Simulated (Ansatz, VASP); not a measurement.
# Two plane-wave programs on TiAlF2

```xyz
4
Lattice="-1.8847 1.8847 3.7334 1.8847 -1.8847 3.7334 1.8847 1.8847 -3.7334" Properties=species:S:1:pos:R:3 pbc="T T T"
Ti    0.0000    0.0000    3.7334
Al    0.0000    0.0000    0.0000
F     0.0000    1.8847    1.8667
F     1.8847    0.0000    1.8667
```

Change from the starting cell: species swapped into the TiCuNi2 type (I4/mmm, No. 139).

Alike in both runs: functional PBE; k mesh 18 × 18 × 18; occupations gaussian, width 0.1 eV; no spin polarisation.

Ansatz relaxed the structure, and its values are those at the end. VASP's run is a single point on that final structure, the one shown.

```csv
,VASP,Ansatz
version,VASP 6.6.1,Ansatz 0.2.0
potentials or method,"VASP PAW PBE potentials, release 64 (Ti_sv, Al, F), cutoff 520 eV","scalar-relativistic, plane waves, PAW"
valence electrons in the cell,29,29
```

|  | VASP | Ansatz | Ansatz less VASP |
| --- | --- | --- | --- |
| gap on the k mesh at the Fermi level (eV) | none | none | - |
| pressure (GPa) | -0.2 | 0.0 | +0.18 |

A gap of «none» marks a metal or a gap that the smearing closes. The functional is the same, so the differences come from potentials, cutoffs and numerics.
